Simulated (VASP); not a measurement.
Input of a VASP 6.6.1 run:

INCAR

```
ALGO     = Fast           # electronic algorithm
EDIFF    = 1E-6           # SCF threshold, eV
ENCUT    = 520            # plane-wave cutoff, eV
GGA      = PE             # functional
ISIF     = 2              # what is computed and relaxed
ISMEAR   = 0              # smearing method
LASPH    = T              # aspherical terms in the spheres
LCHARG   = T              # write CHGCAR
LELF     = T              # ELF
LREAL    = F              # projectors in reciprocal space
LVHAR    = T            
LWAVE    = F              # write WAVECAR
NBANDS   = 51             # bands
NELM     = 60             # most SCF steps
PREC     = Accurate       # precision mode
SIGMA    = 0.2            # smearing width, eV
```

KPOINTS

```
k-points
0
Gamma
  8 4 2
```

Contents of POSCAR:

```
SrB3Pd2
1.0
    0.0004739293      0.0004754312      3.0648242330
   -2.9250619223     -4.2358662636     -0.0009473866
    8.7426725491     -4.2122358372      0.0009427134
Sr B Pd
2 6 4
Direct
   -0.0006182096      0.7501843741      0.2498225530
   -0.0000159194      0.2503224119      0.7497215907
    0.0003759504      0.1616674534      0.0530969682
    0.0005286374      0.6618295944      0.5528769707
    0.0002080269      0.3382259149      0.4469920005
    0.0001606242      0.8380143877      0.9472628092
    0.5003910549      0.5005176284      0.4991378394
    0.5002451881      0.0002605978      0.0000903281
    0.4995315504      0.4992902127      0.0000794283
    0.4997807761      0.9988428592      0.5000067241
    0.4992507992      0.2503509239      0.2504667373
    0.5001615215      0.7504936416      0.7504460503
```

Potentials or basis: VASP PAW PBE potentials, release 64 (Sr_sv, B, Pd).

The run is started by

```sh
$ cat potpaw_PBE.64/Sr_sv/POTCAR potpaw_PBE.64/B/POTCAR potpaw_PBE.64/Pd/POTCAR > POTCAR
$ mpirun -np 1 vasp_std > vasp.out
```

**Question.** What does it give for the pressure?

**Answer.** 0.3 GPa.

**Question.** Estimate the largest force.

**Answer.** 0.025 eV/Å.

**Question.** Predict the band gap on the k mesh.

**Answer.** Zero (bands 39 and 40 overlap by 1.69 eV).

Forces on the atoms (eV/Å):
```
Sr  -0.002  0.001  0.000
Sr   0.004 -0.001 -0.001
B    0.014 -0.010 -0.003
B    0.021 -0.011 -0.002
B   -0.011  0.010  0.004
B   -0.023  0.009  0.002
B    0.003 -0.003 -0.003
B    0.000  0.003  0.001
Pd  -0.002  0.002  0.002
Pd  -0.003 -0.004  0.000
Pd  -0.002  0.002  0.002
Pd   0.002  0.002  0.000
```
